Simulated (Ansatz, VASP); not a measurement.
# Two plane-wave programs on Fe

```
Fe
1.0
     0.00000    1.80255    1.82424
     1.39103    0.00000    1.82424
     1.39103    1.80255    0.00000
Fe
1
Direct
  0.00000 0.00000 0.00000
```

Alike in both runs: task single point; functional PBE; k mesh 20 × 20 × 20; occupations gaussian, width 0.1 eV; collinear spin.

|  | VASP | Ansatz |
| --- | --- | --- |
| version | VASP 6.6.1 | Ansatz 0.2.0 |
| potentials or method | VASP PAW PBE potentials, release 64 (Fe), cutoff 520 eV | scalar-relativistic, plane waves, PAW |
| valence electrons in the cell | 8 | 16 |

VASP gave:

- gap on the k mesh at the Fermi level (eV): none
- net moment per atom (μB): 1.79
- size of the moment on the site where the two differ most (μB): 1.75

Estimate Ansatz's values.

gap on the k mesh at the Fermi level (eV): none; net moment per atom (μB): 1.77; size of the moment on the site where the two differ most (μB): 1.77.

Site moments also hang on the region over which each program counts them. A gap of «none» marks a metal or a gap that the smearing closes. VASP's potentials hold 8 valence electrons a cell and Ansatz's 16, so a difference there can come from the potentials and not from the codes.
